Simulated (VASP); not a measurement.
Wanted: the native input for a VASP 6.6.1 run.

```yaml
Task: relaxation of cell and atoms
Functional: PBEsol
Potentials_or_basis: VASP PAW PBE potentials, release 64 (Br)
Cutoff: 600 eV
k_mesh: 10 × 10 × 10
Occupations: gaussian, width 0.1 eV
Spin: no spin polarisation
Dipole_correction: no
Further_INCAR_settings: ALGO = Normal; EDIFF = 1e-06; IBRION = 2; EDIFFG = -0.005; NSW = 100; ISIF = 3
```

The structure of Br lies in POSCAR:

```
Br
1.0
    4.5976403833      0.0000000000      0.0000000000
    0.0000000000      4.5976403833      0.0000000000
    0.0000000000      0.0000000000      4.5976403833
Br
3
Direct
    0.5000000000      0.0000000000      0.0000000000
    0.0000000000      0.5000000000      0.0000000000
    0.0000000000      0.0000000000      0.5000000000
```

One way to write it, as run:

INCAR

```
SYSTEM = Br
PREC = Accurate
ENCUT = 600
EDIFF = 1E-6
ISMEAR = 0
SIGMA = 0.1
LREAL = .False.
LASPH = .True.
NELM = 100
ALGO = Normal
ISIF = 3
LWAVE = .False.
LCHARG = .False.
GGA = PS
IBRION = 2
NSW = 100
EDIFFG = -0.005
```

KPOINTS

```
regular mesh
0
Gamma
  10 10 10
  0 0 0
```

Potentials or basis: VASP PAW PBE potentials, release 64 (Br).

The run is started by

```sh
$ cat potpaw_PBE.64/Br/POTCAR > POTCAR
$ mpirun -np 1 vasp_std > vasp.out
```

Results of the run:

```json
{
 "Relaxed volume": "28.85 Å³/atom",
 "Relaxed cell": "a = 4.423 Å, b = 4.423 Å, c = 4.423 Å, α = 90.00°, β = 90.00°, γ = 90.00°",
 "Space group after relaxing (to 0.05 Å)": "Pm-3m (No. 221)",
 "Energy gained by relaxing": "35.1 meV/atom",
 "Ionic steps": "4",
 "Pressure after relaxing": "0.0 GPa"
}
```

Caveat: the PAW data sets were made with another functional, which shifts forces and pressure a little; an odd number of electrons without spin polarisation forces a metal; a magnetic or distorted state may lie lower.

Wall time 2 min on 1 thread of Intel(R) Xeon(R) 6975P-C (Granite Rapids), on a shared host, peak memory 0.29 GiB.
